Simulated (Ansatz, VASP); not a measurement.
Two plane-wave programs on RuC5

File INCAR:

```
SYSTEM = RuC5
  PREC = Accurate
  ENCUT = 600
  EDIFF = 1E-6
  ISMEAR = 0
  SIGMA = 0.1
  LREAL = .False.
  LASPH = .True.
  NELM = 80
  ALGO = Normal
  ISIF = 3
  LWAVE = .False.
  LCHARG = .False.
  GGA = PE
  IBRION = 2
  NSW = 90
  EDIFFG = -0.04
```

Contents of KPOINTS:

```
Automatic mesh
0
Gamma
  6 6 4
  0 0 0
```

File POSCAR:

```
RuC5
1.0
    4.8045398800      0.0000000000      0.0000000000
   -2.4022699400      4.1608535900      0.0000000000
    0.0000000000      0.0000000000      4.6494888900
Ru C
1 5
Direct
    0.0000000000      0.0000000000      0.0000000000
    0.5000000000      0.0000000000      0.0000000000
    0.0000000000      0.5000000000      0.0000000000
    0.5000000000      0.5000000000      0.0000000000
    0.3333333300      0.6666666700      0.0000000000
    0.6666666700      0.3333333300      0.0000000000
```

Input for Ansatz:

```yaml
crystal:
  lattice:
    - [4.80453988, 0.0, 0.0]
    - [-2.40226994, 4.16085359, 0.0]
    - [0.0, 0.0, 4.64948889]
  atoms:
    - { symbol: Ru, position: [0.0, 0.0, 0.0] }
    - { symbol: C, position: [0.5, 0.0, 0.0] }
    - { symbol: C, position: [0.0, 0.5, 0.0] }
    - { symbol: C, position: [0.5, 0.5, 0.0] }
    - { symbol: C, position: [0.33333333, 0.66666667, 0.0] }
    - { symbol: C, position: [0.66666667, 0.33333333, 0.0] }
basis:
  ecutwfc: 420
kpoints:
  mp_grid: { grid: [6, 6, 4] }
hamiltonian:
  xc: pbe
scf:
  occupations: { method: gaussian, width: 0.1 }
  lower_state_search: "off"
output:
  forces: true
  stress: true
  eigenvalues: true
relax:
  adjacent_minimum: "off"
  f_tol: 0.04
  max_steps: 70
  cell: { stress_tol: 0.4 }
```

Alike in both runs: task relaxation of cell and atoms; functional PBE; k mesh 6 × 6 × 4; occupations gaussian, width 0.1 eV; no spin polarisation.

|  | VASP | Ansatz |
| --- | --- | --- |
| version | VASP 6.6.1 | Ansatz 0.2.0 |
| potentials or method | VASP PAW PBE potentials, release 64 (Ru_pv, C), cutoff 600 eV | scalar-relativistic, plane waves, PAW |
| valence electrons in the cell | 34 | 36 |

VASP gave:

```
gap on the k mesh at the Fermi level, each at its own relaxed structure (eV) : none
relaxed volume (Å³/atom)                                                     : 9.24
relaxed cell length with the largest relative difference (Å)                 : 4.805
```

Problem. What did Ansatz give for the same quantities?

Solution. gap on the k mesh at the Fermi level, each at its own relaxed structure (eV): none; relaxed volume (Å³/atom): 9.25; relaxed cell length with the largest relative difference (Å): 4.808.

A gap of «none» marks a metal or a gap that the smearing closes. VASP's potentials hold 34 valence electrons a cell and Ansatz's 36, so a difference there can come from the potentials and not from the codes.

Noted on VASP's run: the volume moved by over 15 % at a fixed basis, so the end points are rough.
